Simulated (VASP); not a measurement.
Input of a VASP 6.6.1 run:

File INCAR:

```
SYSTEM = Ni
ALGO     = Normal         ! electronic algorithm
EDIFF    = 1E-6           ! SCF threshold, eV
ENCUT    = 520            ! plane-wave cutoff, eV
GGA      = PE             ! functional
ISIF     = 2              ! what is computed and relaxed
ISMEAR   = -1             ! smearing method
ISPIN    = 2              ! spin polarisation
LASPH    = .True.         ! aspherical terms in the spheres
LCHARG   = .False.        ! write CHGCAR
LDAU     = .True.         ! DFT+U
LDAUJ    = 0            
LDAUL    = 2              ! shell
LDAUPRINT= 1            
LDAUTYPE = 2            
LDAUU    = 4.8            ! U, eV
LMAXMIX  = 4              ! l up to which the mixer works
LORBIT   = 11             ! projections on sites
LREAL    = .False.        ! projectors in reciprocal space
LWAVE    = .False.        ! write WAVECAR
MAGMOM   = 2              ! initial moments
NBANDS   = 15             ! bands
NELM     = 150            ! most SCF steps
PREC     = Accurate       ! precision mode
SIGMA    = 0.1            ! smearing width, eV
```

Contents of KPOINTS:

```
k-points
0
Gamma
  13 13 13
  0 0 0
```

POSCAR

```
Ni
1.0
    0.0000000000      1.7685500000      1.7685500000
    1.7685500000      0.0000000000      1.7685500000
    1.7685500000      1.7685500000      0.0000000000
Ni
1
Direct
    0.0000000000      0.0000000000      0.0000000000
```

Potentials or basis: VASP PAW PBE potentials, release 64 (Ni).

Command:

```console
$ cat potpaw_PBE.64/Ni/POTCAR > POTCAR
$ mpirun -np 1 vasp_std > vasp.out
```

Task: Predict the site moments.

Result: Ni +0.84 μB.

Task: What does it give for the net moment?

Result: 0.80 μB per cell.

Eigenvalues of the final occupation matrices:
| site | spin | trace | eigenvalues |
| --- | --- | --- | --- |
| site 1 d | 1 | 4.70 | 0.94 0.94 0.94 0.94 0.94 |
| site 1 d | 2 | 3.81 | 0.66 0.66 0.66 0.91 0.91 |

Caveat: the U is typed as a test and isn't derived for this compound. The state reached can hang on the start; a lower one may exist.
